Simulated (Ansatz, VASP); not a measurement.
## SnO: VASP beside Ansatz

File INCAR:

```
PREC = Accurate ; ENCUT = 520
EDIFF = 1E-6 ; ISMEAR = 0
SIGMA = 0.15 ; LREAL = F
LASPH = T ; NELM = 100
ALGO = Normal ; ISIF = 2
LWAVE = F ; LCHARG = F
GGA = PS ; NBANDS = 28
```

The input KPOINTS:

```
regular mesh
0
Gamma
  12 12 10
```

The input POSCAR:

```
SnO
1.0
    3.8020000000      0.0000000000      0.0000000000
    0.0000000000      3.8020000000      0.0000000000
    0.0000000000      0.0000000000      4.8360000000
Sn O
2 2
Direct
    0.0000000000      0.5000000000      0.2385000000
    0.5000000000      0.0000000000      0.7615000000
   -0.0789058390      0.0000000000     -0.1240694789
    0.5000000000      0.5000000000      0.0000000000
```

Input for Ansatz:

```yaml
crystal:
  lattice:
    - [3.802, 0.0, 0.0]
    - [0.0, 3.802, 0.0]
    - [0.0, 0.0, 4.836]
  atoms:
    - { symbol: Sn, position: [0.0, 0.5, 0.2385] }
    - { symbol: Sn, position: [0.5, 0.0, 0.7615] }
    - { symbol: O, position: [-0.078905839, 0.0, -0.1240694789] }
    - { symbol: O, position: [0.5, 0.5, 0.0] }
basis:
  ecutwfc: 420
kpoints:
  mp_grid: { grid: [12, 12, 10] }
hamiltonian:
  xc: pbesol
scf:
  occupations: { method: gaussian, width: 0.15 }
output:
  forces: true
  stress: true
  eigenvalues: true
  write_density: true
  write_potential: true
  elf: true
  volumetric_format: npy
```

Alike in both runs: task single point; functional PBEsol; k mesh 12 × 12 × 10; occupations gaussian, width 0.15 eV; no spin polarisation.

```csv
,VASP,Ansatz
version,VASP 6.6.1,Ansatz 0.2.0
potentials or method,"VASP PAW PBE potentials, release 64 (Sn_d, O), cutoff 520 eV","scalar-relativistic, plane waves, PAW"
valence electrons in the cell,40,40
```

```csv
,VASP,Ansatz,Ansatz less VASP
gap on the k mesh at the Fermi level (eV),none,none,-
pressure (GPa),14.4,14.9,+0.51
"traceless stress, the component that is largest in VASP (GPa)",26.01,26.93,+0.918
rms of the force components (eV/Å),4.851,5.036,+0.1848
```

VASP's potentials were made for PBE, not for PBEsol. Atom by atom the forces differ by 0.190 eV/Å (rms over components). A gap of «none» marks a metal or a gap that the smearing closes.
